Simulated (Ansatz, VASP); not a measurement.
**One calculation of CdMo, two programs**

```
Mo Cd
1.0
     2.89699    0.00000    0.00000
     0.00000    2.89699    0.00000
     0.00000    0.00000    8.93238
Mo Cd
2 2
Direct
  0.00000 0.50000 0.60800
  0.50000 0.00000 0.39200
  0.00000 0.50000 0.13000
  0.50000 0.00000 0.87000
```

Alike in both runs: task single point; functional r2SCAN; k mesh 12 × 12 × 4; no spin polarisation.

|  | VASP | Ansatz |
| --- | --- | --- |
| version | VASP 6.6.1 | Ansatz 0.2.0 |
| potentials or method | VASP PAW PBE potentials, release 64 (Mo_sv, Cd), cutoff 520 eV | PAW plane waves |
| occupations | fermi-dirac, width 0.1 eV | fermi-dirac |
| valence electrons in the cell | 52 | 68 |

```csv
,VASP,Ansatz,Ansatz less VASP
pressure (GPa),-5.6,-6.3,-0.68
"traceless stress, the component that is largest in VASP (GPa)",1.16,1.13,-0.024
rms of the force components (eV/Å),0.267,0.269,+0.0018
```

VASP's potentials were made for PBE, not for r2SCAN. Atom by atom the forces differ by 0.004 eV/Å (rms over components). VASP's potentials hold 52 valence electrons a cell and Ansatz's 68, so a difference there can come from the potentials and not from the codes.
